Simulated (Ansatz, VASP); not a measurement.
**One calculation of CoO, two programs**

```
CELL_PARAMETERS angstrom
0.00000 2.13150 2.08887
2.13150 0.00000 2.08887
2.13150 2.13150 0.00000
ATOMIC_POSITIONS crystal
Co 0.00000 0.00000 0.00000
O 0.50000 0.50000 0.50000
```

Change from the starting cell: zz strain of -2 %.

Alike in both runs: task single point; functional PBEsol; k mesh 16 × 16 × 16; occupations fermi-dirac, width 0.05 eV; collinear spin.

|  | VASP | Ansatz |
| --- | --- | --- |
| version | VASP 6.6.1 | Ansatz 0.2.0 |
| potentials or method | VASP PAW PBE potentials, release 64 (Co, O), cutoff 600 eV | all-electron LAPW, scalar-relativistic |

```csv
,VASP,Ansatz,Ansatz less VASP
pressure (GPa),-8.5,-7.6,+0.88
"traceless stress, the component that is largest in VASP (GPa)",0.31,0.35,+0.033
net moment per atom (μB),1.44,1.46,+0.015
size of the moment on the site where the two differ most (μB),2.53,2.56,+0.032
```

VASP's potentials were made for PBE, not for PBEsol. Site moments also hang on the region over which each program counts them. Ansatz ran all-electron here, and VASP with PAW potentials.
